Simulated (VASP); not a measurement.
# ZnO (zincite) (P6_3mc) in VASP: settings compared, part 3 of 3

VASP 6.6.1.

## Step 4: Single point, revPBE

This run uses another cell than the first one, of 12.64 Å³/atom, 1.062 times its volume.

Contents of INCAR:

```
ALGO = Normal
EDIFF = 1E-6
ENCUT = 520
GGA = RE
ISIF = 2
ISMEAR = -1
LASPH = T
LCHARG = F
LREAL = F
LWAVE = F
NBANDS = 26
NELM = 100
PREC = Accurate
SIGMA = 0.05
```

Contents of KPOINTS:

```
k-points
0
Gamma
  7 7 4
```

Contents of POSCAR:

```
ZnO
1.0
    3.3077555184      0.0000000000      0.0000000000
   -1.6538777592      2.8646003084      0.0000000000
    0.0000000000      0.0000000000      5.3353770704
Zn O
2 2
Direct
    0.6666666667      0.3333333333     -0.0001522048
    0.3333333333      0.6666666667      0.4998477952
    0.3333333333      0.6666666667      0.8791622048
    0.6666666667      0.3333333333      0.3791622048
```

Potentials or basis: VASP PAW PBE potentials, release 64 (Zn, O).

Run with:

```
cat potpaw_PBE.64/Zn/POTCAR potpaw_PBE.64/O/POTCAR > POTCAR
mpirun -np 1 vasp_std > vasp.out
```

OUTCAR:

```text
EDIFF = 1E-6
   ENCUT = 520
   GGA = RE
   ISIF = 2
   ISMEAR = -1
   LASPH = T
   LREAL = F
   NELM = 100
   PREC = Accurate

 ion  position               nearest neighbor table
   1  0.667  0.333  1.000-   3 2.02   3 2.02   3 2.02   4 2.02
   2  0.333  0.667  0.500-   4 2.02   4 2.02   4 2.02   3 2.02
   3  0.333  0.667  0.879-   1 2.02   1 2.02   1 2.02   2 2.02
   4  0.667  0.333  0.379-   2 2.02   2 2.02   2 2.02   1 2.02

  LATTYP: Found a hexagonal cell.
 ALAT       =     3.3077555184
 C/A-ratio  =     1.6129901502

  Lattice vectors:

 A1 = (   3.3077555184,   0.0000000000,   0.0000000000)
 A2 = (  -1.6538777592,   2.8646003084,   0.0000000000)
 A3 = (   0.0000000000,   0.0000000000,   5.3353770704)

Analysis of symmetry for initial positions (statically):
=====================================================================
 Subroutine PRICEL returns:
 Original cell was already a primitive cell.

 Routine SETGRP: Setting up the symmetry group for a
 hexagonal supercell.

 Subroutine GETGRP returns: Found 12 space group operations
 (whereof  6 operations were pure point group operations)
 out of a pool of 24 trial point group operations.

The static configuration has the point symmetry C_3v.
 The point group associated with its full space group is C_6v.

Analysis of symmetry for dynamics (positions and initial velocities):
=====================================================================
 Subroutine PRICEL returns:
 Original cell was already a primitive cell.

 Routine SETGRP: Setting up the symmetry group for a
 hexagonal supercell.

 Subroutine GETGRP returns: Found 12 space group operations
 (whereof  6 operations were pure point group operations)
 out of a pool of 24 trial point group operations.

The dynamic configuration has the point symmetry C_3v.
 The point group associated with its full space group is C_6v.

 Subroutine INISYM returns: Found 12 space group operations
 (whereof  6 operations are pure point group operations),
 and found     1 'primitive' translations

----------------------------------------------------------------------------------------

                                     Primitive cell

  volume of cell :      50.5548

  direct lattice vectors                    reciprocal lattice vectors
     3.307755518  0.000000000  0.000000000     0.302319804  0.174544420  0.000000000
    -1.653877759  2.864600308  0.000000000     0.000000000  0.349088840  0.000000000
     0.000000000  0.000000000  5.335377070     0.000000000  0.000000000  0.187428177

  length of vectors
     3.307755518  3.307755518  5.335377070     0.349088840  0.349088840  0.187428177

  position of ions in fractional coordinates (direct lattice)
     0.666666667  0.333333333  0.999847795
     0.333333333  0.666666667  0.499847795
     0.333333333  0.666666667  0.879162205
     0.666666667  0.333333333  0.379162205

  ion indices of the primitive-cell ions
   primitive index   ion index
                 1           1
                 2           2
                 3           3
                 4           4

----------------------------------------------------------------------------------------

 KPOINTS: k-points

Automatic generation of k-mesh.
 Grid dimensions read from file:
 generate k-points for:    7    7    4

 Generating k-lattice:

  Cartesian coordinates                     Fractional coordinates (reciprocal lattice)
     0.043188543  0.024934917  0.000000000     0.142857143  0.000000000  0.000000000
     0.000000000  0.049869834  0.000000000     0.000000000  0.142857143  0.000000000
     0.000000000  0.000000000  0.046857044     0.000000000  0.000000000  0.250000000

  Length of vectors
     0.049869834  0.049869834  0.046857044

  Shift w.r.t. Gamma in fractional coordinates (k-lattice)
     0.000000000  0.000000000  0.000000000

 Subroutine IBZKPT returns following result:
 ===========================================

 Found     24 irreducible k-points:

 Following reciprocal coordinates:
            Coordinates               Weight
  0.000000  0.000000  0.000000      1.000000
  0.142857  0.000000  0.000000      6.000000
  0.285714  0.000000  0.000000      6.000000
  0.428571  0.000000  0.000000      6.000000
  0.142857  0.142857  0.000000      6.000000
  0.285714  0.142857  0.000000     12.000000
[... 16 lines left out ...]
  0.428571  0.142857  0.500000      6.000000
  0.285714  0.285714  0.500000      6.000000
   k-points           NKPTS =     24   k-points in BZ     NKDIM =     24   number of bands    NBANDS=     26
   number of dos      NEDOS =    301   number of ions     NIONS =      4
   total plane-waves  NPLWV =  31360
   dimension x,y,z NGX =    28 NGY =   28 NGZ =   40
   dimension x,y,z NGXF=    56 NGYF=   56 NGZF=   80
   ions per type =               2   2
   NGX,Y,Z   is equivalent  to a cutoff of  14.07, 14.07, 12.46 a.u.
   NGXF,Y,Z  is equivalent  to a cutoff of  28.15, 28.15, 24.93 a.u.
 SYSTEM =  unknown system
   PREC   = accura    normal or accurate (medium, high low for compatibility)
   ISTART =      0    job   : 0-new  1-cont  2-samecut
   ICHARG =      2    charge: 1-file 2-atom 10-const
   ISPIN  =      1    spin polarized calculation?
   LNONCOLLINEAR =      F non collinear calculations
   LSORBIT =      F    spin-orbit coupling
   LASPH  =      T    aspherical Exc in radial PAW
   ENCUT  =  520.0 eV  38.22 Ry    6.18 a.u.   6.15  6.15  9.92*2*pi/ulx,y,z
   NELM   =    100;   NELMIN=  2; NELMDL= -5     # of ELM steps
   EDIFF  = 0.1E-05   stopping-criterion for ELM
   LREAL  =      F    real-space projection
   EDIFFG = 0.1E-04   stopping-criterion for IOM
   NSW    =      0    number of steps for IOM
   IBRION =     -1    ionic relax: 0-MD 1-quasi-New 2-CG
   NFREE  =      0    steps in history (QN), initial steepest desc. (CG)
   ISIF   =      2    stress and relaxation
   ISYM   =      2    0-nonsym 1-usesym 2-fastsym
   POTIM  = 0.5000    time-step for ionic-motion
   TEBEG  =    0.0;   TEEND  =   0.0 temperature during run
   PSTRESS=    0.0 pullay stress
   NELECT =      36.0000    total number of electrons
   NUPDOWN=      -1.0000    fix difference up-down
   EMIN   =  10.00;   EMAX   =-10.00  energy-range for DOS
   EFERMI =   0.00;   METHOD = LEGACY
   ISMEAR =    -1;   SIGMA  =   0.05  broadening in eV -4-tet -1-fermi 0-gaus
   EFERMI_NEDOS =   21; number of points for ismear=-14 and -15
   IALGO  =     38    algorithm
   IMIX   =      4    mixing-type and parameters
     AMIX     =   0.40;   BMIX     =  1.00
     AMIX_MAG =   1.60;   BMIX_MAG =  1.00
  volume/ion in A,a.u.               =      12.64        85.29
  Fermi-wavevector in a.u.,A,eV,Ry     =   1.461913  2.762615 29.078224  2.137189
  Thomas-Fermi vector in A             =   2.578188
   LORBIT       =      0    0 simple, 1 ext, 2 COOP (PROOUT), +10 PAW based schemes
   GGA     = RE    functional components
   LHFCALC =     F    Hartree Fock is set to
   AEXX    =    0.0000 exact exchange contribution
   IVDW    =     0    specifies the selected vdW correction
   LEPSILON=     F    determine dielectric tensor
   LRPA    =     F    only Hartree local field effects (RPA)
 non-spin polarized calculation
  energy-cutoff  :      520.00
  volume of cell :       50.55
 maximum number of plane-waves:      1387
 NGX is ok and might be reduce to    28
   NGX = 13   NGY = 13   NGZ = 19

 number of electron      36.0000030 magnetization

 Free energy of the ion-electron system (eV)
  ---------------------------------------------------
  ext. energy  EPLUGINS =         0.00000000
  ---------------------------------------------------
  free energy    TOTEN  =       -16.56827953 eV

  energy without entropy =      -16.56827102  energy(sigma->0) =      -16.56827527

 E-fermi :   1.2296     XC(G=0): -10.3970

 val. band max:        0.8185000869   @ k =   0.0000   0.0000   0.0000
 cond. band min:       1.5794650398   @ k =   0.0000   0.0000   0.0000
 fundamental gap:      0.7609649529
 Fermi energy:         1.2296008105

 k-point     1 :       0.0000    0.0000    0.0000
  band No.  band energies     occupation
      1     -16.8755      2.00000
      2     -16.2537      2.00000
      3      -4.6028      2.00000
      4      -4.6028      2.00000
      5      -4.5630      2.00000
      6      -4.4286      2.00000
[... 685 lines left out ...]
     25      15.4896      0.00000
     26      15.4896      0.00000

------------------------ aborting loop because EDIFF is reached ----------------------------------------

  FORCE on cell =-STRESS in cart. coord.  units (eV):
  Direction    XX          YY          ZZ          XY          YZ          ZX
  --------------------------------------------------------------------------------------
  -------------------------------------------------------------------------------------
  Total        0.2809986      0.2809986      0.2844217      0.0000000      0.0000000      0.0000000
  in kB        8.9053740      8.9053740      9.0138578      0.0000000      0.0000000      0.0000000
  external PRESSURE =       8.9415352 kB  Pullay stress =       0.0000000 kB

 VOLUME and BASIS-vectors are now :
 -----------------------------------------------------------------------------
  energy-cutoff  :      520.00
  volume of cell :       50.55
      direct lattice vectors                 reciprocal lattice vectors
     3.307755518  0.000000000  0.000000000     0.302319804  0.174544420  0.000000000
    -1.653877759  2.864600308  0.000000000     0.000000000  0.349088840  0.000000000
     0.000000000  0.000000000  5.335377070     0.000000000  0.000000000  0.187428177

 POSITION                                       TOTAL-FORCE (eV/Angst)
 -----------------------------------------------------------------------------------
      1.65388      0.95487      5.33457         0.000000      0.000000      0.000019
     -0.00000      1.90973      2.66688         0.000000     -0.000000      0.000019
     -0.00000      1.90973      4.69066        -0.000000      0.000000     -0.000019
      1.65388      0.95487      2.02297         0.000000      0.000000     -0.000019
 -----------------------------------------------------------------------------------
    total drift:                                0.000000      0.000000     -0.000453

  FREE ENERGIE OF THE ION-ELECTRON SYSTEM (eV)
  ---------------------------------------------------
  free  energy   TOTEN  =       -16.5682795254 eV

  energy  without entropy=      -16.5682710182  energy(sigma->0) =      -16.56827527
```

OSZICAR:

```text
N       E                     dE             d eps       ncg     rms          rms(c)
DAV:   1     0.296801711895E+03    0.29680E+03   -0.18193E+04  1264   0.199E+03
DAV:   2     0.125404885337E+02   -0.28426E+03   -0.26609E+03  1304   0.404E+02
DAV:   3    -0.192091998640E+02   -0.31750E+02   -0.31321E+02  1394   0.139E+02
DAV:   4    -0.198313402328E+02   -0.62214E+00   -0.62051E+00  1388   0.197E+01
DAV:   5    -0.198345350468E+02   -0.31948E-02   -0.31945E-02  1352   0.144E+00    0.138E+01
DAV:   6    -0.163791047182E+02    0.34554E+01   -0.68270E+00  1966   0.626E+01    0.817E+00
DAV:   7    -0.165949229561E+02   -0.21582E+00   -0.30138E+00  1312   0.173E+01    0.493E+00
DAV:   8    -0.166131144636E+02   -0.18192E-01   -0.49288E-01  1760   0.732E+00    0.161E+00
DAV:   9    -0.165652337929E+02    0.47881E-01   -0.10459E-01  1802   0.630E+00    0.279E-01
DAV:  10    -0.165679570212E+02   -0.27232E-02   -0.34554E-02  1260   0.141E+00    0.142E-01
DAV:  11    -0.165682341132E+02   -0.27709E-03   -0.10725E-03  1374   0.669E-01    0.767E-02
DAV:  12    -0.165682528980E+02   -0.18785E-04   -0.36656E-04  1606   0.516E-01    0.239E-02
DAV:  13    -0.165682850110E+02   -0.32113E-04   -0.10501E-04  1306   0.128E-01    0.229E-02
DAV:  14    -0.165682797197E+02    0.52913E-05   -0.29985E-05  1386   0.467E-02    0.295E-03
DAV:  15    -0.165682795254E+02    0.19432E-06   -0.25584E-06  1246   0.185E-02
   1 F= -.16568280E+02 E0= -.16568275E+02  d E =-.850718E-05
```

stdout:

```text
POSCAR found type information on POSCAR ZnO
 POSCAR found :  2 types and       4 ions
 scaLAPACK will be used
 -----------------------------------------------------------------------------
|                                                                             |
|                                                                             |
|     You enforced a specific xc type in the INCAR file but a different       |
|     I HOPE YOU KNOW WHAT YOU ARE DOING!                                     |
|                                                                             |
 -----------------------------------------------------------------------------

 LDA part: xc-table for (Slater+PW92), standard interpolation
 POSCAR, INCAR and KPOINTS ok, starting setup
 FFT: planning ... GRIDC
 FFT: planning ... GRID_SOFT
 FFT: planning ... GRID
 WAVECAR not read
 entering main loop
```

It took 43 s on 1 thread of AMD EPYC 7R43 (Zen 3), shared host; peak memory 0.14 GiB.

What came out:

| Quantity | Value |
| --- | --- |
| Free energy | -16.5683 eV |
| Pressure | 0.9 GPa |
| Band gap on the k mesh | 0.76 eV, direct |

Levels at points of the mesh, in eV from the valence-band top:
```
           k point  band 14  band 15  band 16  band 17  band 18  band 19  band 20  band 21  band 22  band 23
(0.00, 0.00, 0.00)    -0.72    -0.72    -0.07     0.00     0.00     0.76     5.07     8.08    12.67    12.67
(0.00, 0.00, 0.50)    -2.19    -0.36    -0.36    -0.36    -0.36     3.36     3.36     9.90     9.90    12.95
```

Caveat: the PAW data sets were made with another functional, which shifts forces and pressure a little.

## Step 5: The runs side by side

| level | potentials or basis | cell | gap on the mesh (eV) | pressure (GPa) |
| --- | --- | --- | --- | --- |
| LDA | VASP PAW LDA potentials, release 64 (Zn, O) | a = 3.249, b = 3.249, c = 5.206 Å, angles 90.0, 90.0, 120.0°, 4 atoms | 0.74 | -6.1 |
| revPBE+D3(BJ) | VASP PAW PBE potentials, release 64 (Zn, O) | a = 3.257, b = 3.257, c = 5.262 Å, angles 90.0, 90.0, 120.0°, 4 atoms | 0.82 | 1.0 |
| revPBE | VASP PAW PBE potentials, release 64 (Zn, O) | a = 3.308, b = 3.308, c = 5.335 Å, angles 90.0, 90.0, 120.0°, 4 atoms | 0.76 | 0.9 |

Alike in all rows: task single point; no spin polarisation; k mesh 7 × 7 × 4; cutoff (eV) 520; smearing fermi-dirac 0.05 eV.

Caveats: the PAW data sets were made with another functional, which shifts forces and pressure a little (some runs).

Total energies depend on the potentials used, so only differences within one code and one set of settings carry meaning.

## Step 6: Against experiment

Step 3. A measured gap of ZnO is 3.37 eV (quoted in “Electronic structure of alkaline earth and post-transition metal oxides”, 2009, arxiv:0908.1581); the calculated 0.82 eV misses it by -2.55 eV. So large a miss can be the level of theory's own, or it may mean another phase, state or a wrong row. The value is that of revPBE+D3(BJ), without temperature or zero-point motion. Semilocal functionals fall short of measured gaps as a rule.

Step 4. A measured gap of ZnO is 3.37 eV (quoted in “Electronic structure of alkaline earth and post-transition metal oxides”, 2009, arxiv:0908.1581); the calculated 0.76 eV misses it by -2.61 eV. So large a miss can be the level of theory's own, or it may mean another phase, state or a wrong row. The value is that of revPBE, without temperature or zero-point motion. Semilocal functionals fall short of measured gaps as a rule.
